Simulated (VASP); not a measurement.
# BeTe in VASP: further runs

Aim: see how the results for BeTe move with the level of theory and the settings. Levels: PBE, r2SCAN. Tasks: single point.

Everything below comes from runs of VASP 6.6.1. Logs are shortened: lines on timing, memory, paths and dates and some standing lists are left out, and cuts for length are marked.

### Step 1. The cell of the first run

The structure is cubic, space group F-43m (No. 216). The conventional cell has a = 5.653 Å, b = 5.653 Å, c = 5.653 Å, α = 90.00°, β = 90.00°, γ = 90.00°. Within 3.2 Å of Be (site symmetry -43m) lie 4 Te at 2.45 Å. Within 3.2 Å of Te (site symmetry -43m) lie 4 Be at 2.45 Å.

### Step 2. Single point, PBE (strained)

Input file INCAR:

```
ALGO = Normal
EDIFF = 1E-6
ENCUT = 600
GGA = PE
GGA_COMPAT = False
ISIF = 2
ISMEAR = 0
LASPH = True
LCHARG = True
LELF = True
LREAL = False
LVHAR = True
LWAVE = False
NBANDS = 11
NELM = 120
PREC = Accurate
SIGMA = 0.02
```

Input file KPOINTS:

```
k-points
0
Gamma
  8 8 8
```

Input file POSCAR:

```
BeTe
1.0
    0.0000000000      2.8263141000      2.8263141000
    2.8263141000      0.0000000000      2.8263141000
    2.8263141000      2.8263141000      0.0000000000
Be Te
1 1
Direct
    0.0000000000      0.0000000000      0.0000000000
    0.7500000000      0.7500000000      0.7500000000
```

Potentials or basis: VASP PAW PBE potentials, release 64 (Be, Te).

Launch:

```console
cat potpaw_PBE.64/Be/POTCAR potpaw_PBE.64/Te/POTCAR > POTCAR
mpirun -np 1 vasp_std > vasp.out
```

OUTCAR:

```text
EDIFF = 1E-6
   ENCUT = 600
   GGA = PE
   ISIF = 2
   ISMEAR = 0
   LASPH = True
   LREAL = False
   NELM = 120
   PREC = Accurate

 ion  position               nearest neighbor table
   1  0.000  0.000  0.000-   2 2.45   2 2.45   2 2.45   2 2.45
   2  0.750  0.750  0.750-   1 2.45   1 2.45   1 2.45   1 2.45

  LATTYP: Found a face centered cubic cell.
 ALAT       =     5.6526282000

  Lattice vectors:

 A1 = (   0.0000000000,   2.8263141000,   2.8263141000)
 A2 = (   2.8263141000,   0.0000000000,   2.8263141000)
 A3 = (   2.8263141000,   2.8263141000,   0.0000000000)

Analysis of symmetry for initial positions (statically):
=====================================================================
 Subroutine PRICEL returns:
 Original cell was already a primitive cell.

 Routine SETGRP: Setting up the symmetry group for a
 face centered cubic supercell.

 Subroutine GETGRP returns: Found 24 space group operations
 (whereof 24 operations were pure point group operations)
 out of a pool of 48 trial point group operations.

The static configuration has the point symmetry T_d .

Analysis of symmetry for dynamics (positions and initial velocities):
=====================================================================
 Subroutine PRICEL returns:
 Original cell was already a primitive cell.

 Routine SETGRP: Setting up the symmetry group for a
 face centered cubic supercell.

 Subroutine GETGRP returns: Found 24 space group operations
 (whereof 24 operations were pure point group operations)
 out of a pool of 48 trial point group operations.

The dynamic configuration has the point symmetry T_d .

 Subroutine INISYM returns: Found 24 space group operations
 (whereof 24 operations are pure point group operations),
 and found     1 'primitive' translations

----------------------------------------------------------------------------------------

                                     Primitive cell

  volume of cell :      45.1535

  direct lattice vectors                    reciprocal lattice vectors
     0.000000000  2.826314100  2.826314100    -0.176908858  0.176908858  0.176908858
     2.826314100  0.000000000  2.826314100     0.176908858 -0.176908858  0.176908858
     2.826314100  2.826314100  0.000000000     0.176908858  0.176908858 -0.176908858

  length of vectors
     3.997011732  3.997011732  3.997011732     0.306415130  0.306415130  0.306415130

  position of ions in fractional coordinates (direct lattice)
     0.000000000  0.000000000  0.000000000
[... 81 lines left out ...]
   NSW    =      0    number of steps for IOM
   IBRION =     -1    ionic relax: 0-MD 1-quasi-New 2-CG
   NFREE  =      0    steps in history (QN), initial steepest desc. (CG)
   ISIF   =      2    stress and relaxation
   ISYM   =      2    0-nonsym 1-usesym 2-fastsym
   POTIM  = 0.5000    time-step for ionic-motion
   TEBEG  =    0.0;   TEEND  =   0.0 temperature during run
   PSTRESS=    0.0 pullay stress
   NELECT =       8.0000    total number of electrons
   NUPDOWN=      -1.0000    fix difference up-down
   EMIN   =  10.00;   EMAX   =-10.00  energy-range for DOS
   EFERMI =   0.00;   METHOD = LEGACY
   ISMEAR =     0;   SIGMA  =   0.02  broadening in eV -4-tet -1-fermi 0-gaus
   EFERMI_NEDOS =   21; number of points for ismear=-14 and -15
   IALGO  =     38    algorithm
   IMIX   =      4    mixing-type and parameters
     AMIX     =   0.40;   BMIX     =  1.00
     AMIX_MAG =   1.60;   BMIX_MAG =  1.00
  volume/ion in A,a.u.               =      22.58       152.36
  Fermi-wavevector in a.u.,A,eV,Ry     =   0.919477  1.737560 11.502892  0.845439
  Thomas-Fermi vector in A             =   2.044676
   LORBIT       =      0    0 simple, 1 ext, 2 COOP (PROOUT), +10 PAW based schemes
   GGA     = PE    functional components
   LHFCALC =     F    Hartree Fock is set to
   AEXX    =    0.0000 exact exchange contribution
   IVDW    =     0    specifies the selected vdW correction
   LEPSILON=     F    determine dielectric tensor
   LRPA    =     F    only Hartree local field effects (RPA)
 non-spin polarized calculation
 Gauss-broadening in eV      SIGMA  =   0.02
  energy-cutoff  :      600.00
  volume of cell :       45.15
 maximum number of plane-waves:      1540
   NGX = 15   NGY = 15   NGZ = 15

 number of electron       8.0000000 magnetization

 Free energy of the ion-electron system (eV)
  ---------------------------------------------------
  ext. energy  EPLUGINS =         0.00000000
  ---------------------------------------------------
  free energy    TOTEN  =        -7.62397976 eV

  energy without entropy =       -7.62397976  energy(sigma->0) =       -7.62397976

 E-fermi :   5.0896     XC(G=0):  -9.0128

 val. band max:        4.9740290858   @ k =   0.0000   0.0000   0.0000
 cond. band min:       6.9743695671   @ k =   0.5000   0.5000   0.0000
 fundamental gap:      2.0003404813
 Fermi energy:         5.0896282417

 k-point     1 :       0.0000    0.0000    0.0000
  band No.  band energies     occupation
      1      -7.2512      2.00000
      2       4.9740      2.00000
      3       4.9740      2.00000
      4       4.9740      2.00000
      5       8.5928      0.00000
      6       8.5928      0.00000
      7       8.5928      0.00000
      8       8.7155      0.00000
      9      13.2744      0.00000
     10      15.1957      0.00000
     11      15.1957      0.00000
[... 309 lines left out ...]
 k-point    24 :      -0.3750    0.2500    0.1250
  band No.  band energies     occupation
      1      -5.6986      2.00000
      2      -0.0821      2.00000
      3       2.1175      2.00000
      4       3.1007      2.00000
      5       9.1611      0.00000
      6       9.3661      0.00000
      7      11.6064      0.00000
      8      12.6899      0.00000
      9      13.4596      0.00000
     10      16.5104      0.00000
     11      16.8497      0.00000

 [... further k-points ...]
[... 5 lines left out ...]
  --------------------------------------------------------------------------------------
  -------------------------------------------------------------------------------------
  Total        0.1350558      0.1350558      0.1350558      0.0000000      0.0000000      0.0000000
  in kB        4.7921746      4.7921746      4.7921746      0.0000000      0.0000000      0.0000000
  external PRESSURE =       4.7921746 kB  Pullay stress =       0.0000000 kB

 VOLUME and BASIS-vectors are now :
 -----------------------------------------------------------------------------
  energy-cutoff  :      600.00
  volume of cell :       45.15
      direct lattice vectors                 reciprocal lattice vectors
     0.000000000  2.826314100  2.826314100    -0.176908858  0.176908858  0.176908858
     2.826314100  0.000000000  2.826314100     0.176908858 -0.176908858  0.176908858
     2.826314100  2.826314100  0.000000000     0.176908858  0.176908858 -0.176908858

 POSITION                                       TOTAL-FORCE (eV/Angst)
 -----------------------------------------------------------------------------------
      0.00000      0.00000      0.00000        -0.000000     -0.000000     -0.000000
      4.23947      4.23947      4.23947         0.000000      0.000000      0.000000
 -----------------------------------------------------------------------------------
    total drift:                               -0.000000     -0.000000     -0.000000

  FREE ENERGIE OF THE ION-ELECTRON SYSTEM (eV)
  ---------------------------------------------------
  free  energy   TOTEN  =        -7.6239797557 eV

  energy  without entropy=       -7.6239797557  energy(sigma->0) =       -7.62397976
```

It took 31 s on 1 thread of AMD EPYC 7R43 (Zen 3), shared host; peak memory 0.15 GiB.

Results:

```yaml
Free_energy: -7.6240 eV
Pressure: 0.5 GPa
Band_gap_on_the_k_mesh: 2.00 eV, indirect (least direct gap 3.62 eV)
```

Caveat: the cell differs from its parent crystal (strained); spin-orbit coupling is left out, which moves the levels of the heavy elements. A k mesh can miss the band edges.

### Step 3. Single point, PBE (strained)

Input file INCAR:

```
SYSTEM = BeTe
  ALGO = Normal
  EDIFF = 1E-6
  ENCUT = 600
  GGA = PE
  GGA_COMPAT = .False.
  ISIF = 2
  ISMEAR = 0
  LASPH = .True.
  LCHARG = .False.
  LREAL = .False.
  LWAVE = .False.
  NBANDS = 11
  NELM = 120
  PREC = Accurate
  SIGMA = 0.02
```

Input file KPOINTS:

```
k-points
0
Gamma
  8 8 8
  0 0 0
```

Input file POSCAR:

```
BeTe
1.0
    0.0000000000      2.9017412000      2.9017412000
    2.9017412000      0.0000000000      2.9017412000
    2.9017412000      2.9017412000      0.0000000000
Be Te
1 1
Direct
    0.0000000000      0.0000000000      0.0000000000
    0.7500000000      0.7500000000      0.7500000000
```

Potentials or basis: VASP PAW PBE potentials, release 64 (Be, Te).

Launch:

```console
cat potpaw_PBE.64/Be/POTCAR potpaw_PBE.64/Te/POTCAR > POTCAR
mpirun -np 1 vasp_std > vasp.out
```

It took 38 s on 1 thread of AMD EPYC 7R43 (Zen 3), shared host; peak memory 0.16 GiB.

It converged, with:

| Item | Value |
| --- | --- |
| Free energy | -7.5863 eV |
| Pressure | -3.5 GPa |
| Band gap on the k mesh | 2.18 eV, indirect (least direct gap 3.19 eV) |

Levels at points of the mesh, in eV from the valence-band top:
```
           k point  band 1  band 2  band 3  band 4  band 5  band 6  band 7  band 8
(0.00, 0.00, 0.00)  -11.74    0.00    0.00    0.00    3.19    3.67    3.67    3.67
(0.50, 0.00, 0.00)  -10.61   -4.99   -0.99   -0.99    2.84    4.61    4.61    7.82
(0.50, 0.50, 0.00)  -10.20   -4.66   -2.33   -2.33    2.18    2.77    9.14    9.14
```

Caveat: the cell differs from its parent crystal (strained); spin-orbit coupling is left out, which moves the levels of the heavy elements.

### Step 4. Single point, r2SCAN (functional r2SCAN, strained)

Input file POSCAR:

```
BeTe
1.0
    0.0000000000      2.6619423000      2.6619423000
    2.6619423000      0.0000000000      2.6619423000
    2.6619423000      2.6619423000      0.0000000000
Be Te
1 1
Direct
    0.0000000000      0.0000000000      0.0000000000
    0.7500000000      0.7500000000      0.7500000000
```

Input file INCAR.step1:

```
SYSTEM = BeTe
ALGO = Normal
EDIFF = 1E-5
ENCUT = 660
GGA = PE
GGA_COMPAT = .FALSE.
ISMEAR = 0
LASPH = .TRUE.
LCHARG = .FALSE.
LREAL = .FALSE.
LWAVE = .TRUE.
NBANDS = 11
NELM = 120
PREC = Accurate
SIGMA = 0.02
```

Input file INCAR.step2:

```
SYSTEM = BeTe
ALGO = Normal
EDIFF = 1E-6
ENCUT = 660
GGA_COMPAT = .FALSE.
ISIF = 2
ISMEAR = 0
ISTART = 1
LASPH = .TRUE.
LCHARG = .FALSE.
LMIXTAU = .TRUE.
LREAL = .FALSE.
LWAVE = .FALSE.
METAGGA = R2SCAN
NBANDS = 11
NELM = 120
PREC = Accurate
SIGMA = 0.02
```

Input file KPOINTS:

```
k-points
0
G
  8 8 8
  0 0 0
```

Potentials or basis: VASP PAW PBE potentials, release 64 (Be, Te).

Launch:

```console
cat potpaw_PBE.64/Be/POTCAR potpaw_PBE.64/Te/POTCAR > POTCAR
cp INCAR.step1 INCAR
mpirun -np 1 vasp_std > vasp.out
cp INCAR.step2 INCAR
mpirun -np 1 vasp_std > vasp.out
```

OUTCAR:

```text
SYSTEM = BeTe
   EDIFF = 1E-6
   ENCUT = 660
   ISIF = 2
   ISMEAR = 0
   ISTART = 1
   LASPH = .TRUE.
   LREAL = .FALSE.
   METAGGA = R2SCAN
   NELM = 120
   PREC = Accurate

 ion  position               nearest neighbor table
   1  0.000  0.000  0.000-   2 2.31   2 2.31   2 2.31   2 2.31
   2  0.750  0.750  0.750-   1 2.31   1 2.31   1 2.31   1 2.31

  LATTYP: Found a face centered cubic cell.
 ALAT       =     5.3238846000

  Lattice vectors:

 A1 = (   0.0000000000,   2.6619423000,   2.6619423000)
 A2 = (   2.6619423000,   0.0000000000,   2.6619423000)
 A3 = (   2.6619423000,   2.6619423000,   0.0000000000)

Analysis of symmetry for initial positions (statically):
=====================================================================
 Subroutine PRICEL returns:
 Original cell was already a primitive cell.

 Routine SETGRP: Setting up the symmetry group for a
 face centered cubic supercell.

 Subroutine GETGRP returns: Found 24 space group operations
 (whereof 24 operations were pure point group operations)
 out of a pool of 48 trial point group operations.

The static configuration has the point symmetry T_d .

Analysis of symmetry for dynamics (positions and initial velocities):
[... 166 lines left out ...]
 k-point     1 :       0.0000    0.0000    0.0000
  band No.  band energies     occupation
      1      -7.0702      2.00000
      2       7.0396      2.00000
      3       7.0396      2.00000
      4       7.0396      2.00000
      5      10.8172      0.00000
      6      10.8172      0.00000
      7      10.8172      0.00000
      8      12.9634      0.00000
      9      16.3397      0.00000
     10      18.1048      0.00000
     11      18.1048      0.00000
[... 309 lines left out ...]
 k-point    24 :      -0.3750    0.2500    0.1250
  band No.  band energies     occupation
      1      -4.7849      2.00000
      2       0.5642      2.00000
      3       3.3495      2.00000
      4       4.4887      2.00000
      5      11.5074      0.00000
      6      12.0763      0.00000
      7      14.8671      0.00000
      8      15.9923      0.00000
      9      16.4467      0.00000
     10      19.7668      0.00000
     11      20.4891      0.00000

 [... further k-points ...]
[... 5 lines left out ...]
  --------------------------------------------------------------------------------------
  -------------------------------------------------------------------------------------
  Total        3.7156249      3.7156249      3.7156249      0.0000000      0.0000000      0.0000000
  in kB      157.8034648    157.8034648    157.8034648      0.0000000      0.0000000      0.0000000
  external PRESSURE =     157.8034648 kB  Pullay stress =       0.0000000 kB

 VOLUME and BASIS-vectors are now :
 -----------------------------------------------------------------------------
  energy-cutoff  :      660.00
  volume of cell :       37.72
      direct lattice vectors                 reciprocal lattice vectors
     0.000000000  2.661942300  2.661942300    -0.187832772  0.187832772  0.187832772
     2.661942300  0.000000000  2.661942300     0.187832772 -0.187832772  0.187832772
     2.661942300  2.661942300  0.000000000     0.187832772  0.187832772 -0.187832772

 POSITION                                       TOTAL-FORCE (eV/Angst)
 -----------------------------------------------------------------------------------
      0.00000      0.00000      0.00000        -0.000000     -0.000000     -0.000000
      3.99291      3.99291      3.99291         0.000000      0.000000      0.000000
 -----------------------------------------------------------------------------------
    total drift:                               -0.000000     -0.000000     -0.000000

  FREE ENERGIE OF THE ION-ELECTRON SYSTEM (eV)
  ---------------------------------------------------
  free  energy   TOTEN  =       -30.3603352924 eV

  energy  without entropy=      -30.3603352924  energy(sigma->0) =      -30.36033529
```

Run time: 92 s. Hardware: 1 thread of AMD EPYC 7R43 (Zen 3), shared host; peak memory 0.16 GiB.

What came out:

- Free energy: -30.3603 eV
- Pressure: 15.8 GPa
- Band gap on the k mesh: 1.85 eV, indirect (least direct gap 3.78 eV)

Caveat: the cell differs from its parent crystal (functional r2SCAN, strained); the PAW data sets were made with another functional, which shifts forces and pressure a little; spin-orbit coupling is left out, which moves the levels of the heavy elements. A k mesh can miss the band edges.

### Step 5. Single point, PBE (strained)

Input file INCAR:

```
PREC = Accurate
ENCUT = 600
EDIFF = 1E-6
ISMEAR = 0
SIGMA = 0.02
LREAL = F
LASPH = T
NELM = 120
ALGO = Normal
ISIF = 2
LWAVE = F
LCHARG = F
GGA = PE
NBANDS = 11
GGA_COMPAT = F
```

Input file KPOINTS:

```
Automatic mesh
0
Gamma
  8 8 8
```

Input file POSCAR:

```
BeTe
1.0
    0.0000000000      2.6923015000      2.6923015000
    2.7338515000      0.0000000000      2.6923015000
    2.7338515000      2.6923015000      0.0000000000
Be Te
1 1
Direct
    0.0000000000      0.0000000000      0.0000000000
    0.7500000000      0.7500000000      0.7500000000
```

Launch:

```console
cat potpaw_PBE.64/Be/POTCAR potpaw_PBE.64/Te/POTCAR > POTCAR
mpirun -np 1 vasp_std > vasp.out
```

Wall time 41 s (1 thread of AMD EPYC 7R43 (Zen 3), shared host); peak memory 0.15 GiB.

Results (log left out):

```
Free energy            : -7.4536 eV
Pressure               : 10.3 GPa
Band gap on the k mesh : 1.58 eV, indirect (least direct gap 3.44 eV)
```

Stress tensor (GPa, compression positive):
```
 9.65  0.00  0.00
 0.00 10.68  0.00
 0.00  0.00 10.68
```

Levels at points of the mesh, in eV from the valence-band top:
```csv
k point,band 2,band 3,band 4,band 5,band 6,band 7
"(0.00, 0.00, 0.00)",-0.10,0.00,0.00,3.44,3.44,3.48
"(0.50, 0.00, 0.00)",-6.39,-1.46,-1.31,3.36,4.44,4.54
"(0.50, 0.50, 0.00)",-5.80,-3.21,-3.18,1.58,2.39,10.38
"(0.00, 0.50, 0.50)",-5.89,-3.08,-3.08,1.70,2.53,10.43
```

Caveat: the cell differs from its parent crystal (strained); spin-orbit coupling is left out, which moves the levels of the heavy elements.

### Step 6. Overview

```csv
level,cell,cutoff (eV),gap on the mesh (eV),pressure (GPa)
PBE,"a = 3.997 Å, angles 60.0°, 2 atoms",600,2.00,0.5
PBE,"a = 4.104 Å, angles 60.0°, 2 atoms",600,2.18,-3.5
r2SCAN,"a = 3.765 Å, angles 60.0°, 2 atoms",660,1.85,15.8
PBE,"a = 3.807, b = 3.837, c = 3.837 Å, angles 59.5, 60.3, 60.3°, 2 atoms",600,1.58,10.3
```

Alike in all rows: task single point; potentials or basis VASP PAW PBE potentials, release 64 (Be, Te); no spin polarisation; k mesh 8 × 8 × 8; smearing gaussian 0.02 eV.

Caveats: spin-orbit coupling is left out, which moves the levels of the heavy elements; the PAW data sets were made with another functional, which shifts forces and pressure a little (some runs).

Total energies depend on the potentials used, so only differences within one code and one set of settings carry meaning.
